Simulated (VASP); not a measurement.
Runs of VASP 6.6.1 on Tl. The structure is that of space group Im-3m (No. 229), or close to it. The cells are those of the table. 

| cell | k mesh | cutoff (eV) | gap on the mesh (eV) | pressure (GPa) |
| --- | --- | --- | --- | --- |
| a = 3.362 Å, angles 109.5°, 1 atom | 6 × 6 × 6 | 500 | none | (a) |
| a = 3.271 Å, angles 109.5°, 1 atom | 16 × 16 × 16 | 520 | none | 2.5 |
| a = 3.433 Å, angles 109.5°, 1 atom | 16 × 16 × 16 | 520 | none | (b) |
| a = 3.292 Å, angles 109.5°, 1 atom | 16 × 16 × 16 | 520 | none | 1.5 |
| a = 3.490 Å, angles 109.5°, 1 atom | 16 × 16 × 16 | 520 | none | -3.5 |

Alike in all rows: task single point; level PBEsol; potentials or basis VASP PAW PBE potentials, release 64 (Tl_d); no spin polarisation; smearing gaussian 0.1 eV.

Question: Estimate the missing entries.

Answer: (a) -0.7; (b) -2.6.

Caveats: some runs use coarse meshes; the PAW data sets were made with another functional, which shifts forces and pressure a little; spin-orbit coupling is left out, which moves the levels of the heavy elements.

A k mesh can miss the band edges, and the runs leave out spin-orbit coupling on Tl.

A gap of «none» marks levels without a gap at the run's occupations.
